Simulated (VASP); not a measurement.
Here is a VASP 6.6.1 calculation.

File INCAR:

```
  PREC = Accurate
  ENCUT = 520
  EDIFF = 1E-7
  ISMEAR = 0
  SIGMA = 0.02
  LREAL = False
  LASPH = True
  NELM = 60
  ALGO = Normal
  ISIF = 2
  LWAVE = False
  LCHARG = False
  GGA = PE
  NBANDS = 41
```

KPOINTS

```
Automatic mesh
0
Gamma
  8 8 2
```

Contents of POSCAR:

```
Al5GaAs6
1.0
    4.0541471163      0.0000000000      0.0000000000
    0.0000000000      4.0541471163      0.0000000000
    0.0000000000      0.0000000000     17.1817147571
Al Ga As
5 1 6
Direct
    0.0000000000      0.0000000000      0.6668944230
    0.5000000000      0.5000000000      0.8334580816
    0.0000000000      0.0000000000      0.0000000000
    0.5000000000      0.5000000000      0.1665419184
    0.0000000000      0.0000000000      0.3331055770
    0.5000000000      0.5000000000      0.5000000000
    0.5000000000      0.0000000000      0.9167331289
    0.0000000000      0.5000000000      0.0832668711
    0.5000000000      0.0000000000      0.2498292468
    0.0000000000      0.5000000000      0.4160494569
    0.5000000000      0.0000000000      0.5839505431
    0.0000000000      0.5000000000      0.7501707532
```

Potentials or basis: VASP PAW PBE potentials, release 64 (Al, Ga_d, As).

Launch:

```console
$ cat potpaw_PBE.64/Al/POTCAR potpaw_PBE.64/Ga_d/POTCAR potpaw_PBE.64/As/POTCAR > POTCAR
$ mpirun -np 1 vasp_std > vasp.out
```

Question: Predict the largest force.

Answer: 0.003 eV/Å.

Question: Predict the band gap on the k mesh.

Answer: 1.40 eV.

Forces in eV/Å, atoms in the order of the input:
```
Al   0.000  0.000  0.000
Al   0.000  0.000  0.000
Al   0.000  0.000  0.000
Al   0.000  0.000  0.000
Al   0.000  0.000  0.000
Ga   0.000  0.000  0.000
As   0.000  0.000  0.000
As   0.000  0.000  0.000
As   0.000  0.000  0.000
As   0.000  0.000 -0.003
As   0.000  0.000  0.003
As   0.000  0.000  0.000
```

A k mesh can miss the band edges.
